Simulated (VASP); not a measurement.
Here is a VASP 6.6.1 calculation.

The input INCAR:

```
SYSTEM = Al2B2N
PREC = Accurate
ENCUT = 520
EDIFF = 1E-6
ISMEAR = 0
SIGMA = 0.2
LREAL = .FALSE.
LASPH = .TRUE.
NELM = 60
ALGO = Normal
ISIF = 2
LWAVE = .FALSE.
LCHARG = .TRUE.
GGA = PE
LELF = .TRUE.
LVHAR = .TRUE.
NBANDS = 28
```

KPOINTS

```
regular mesh
0
G
  12 12 2
  0 0 0
```

POSCAR

```
Al2B2N
1.0
    2.9765537138      0.0000000000      0.0000000000
   -1.4882768569      2.5777711319      0.0000000000
    0.0000000000      0.0000000000     11.8303520011
Al B N
4 4 2
Direct
    0.3333333333      0.6666666667      0.4020805328
    0.3333333333      0.6666666667      0.9020805328
    0.6666666667      0.3333333333      0.0979194672
    0.6666666667      0.3333333333      0.5979194672
    0.3333333333      0.6666666667      0.2308346120
    0.3333333333      0.6666666667      0.7308346120
    0.6666666667      0.3333333333      0.2691653880
    0.6666666667      0.3333333333      0.7691653880
    0.0000000000      0.0000000000      0.0000000000
    0.0000000000      0.0000000000      0.5000000000
```

Potentials or basis: VASP PAW PBE potentials, release 64 (Al, B, N).

Command:

```console
$ cat potpaw_PBE.64/Al/POTCAR potpaw_PBE.64/B/POTCAR potpaw_PBE.64/N/POTCAR > POTCAR
$ mpirun -np 1 vasp_std > vasp.out
```

What does it give for the largest force?

0.040 eV/Å.

Predict the band gap on the k mesh.

zero (band 17 reaches 10.60 eV, above the bottom of band 18 at 6.86 eV).

Estimate the pressure.

-0.1 GPa.

Stress tensor (GPa, compression positive):
```
-0.29  0.00  0.00
 0.00 -0.29  0.00
 0.00  0.00  0.32
```
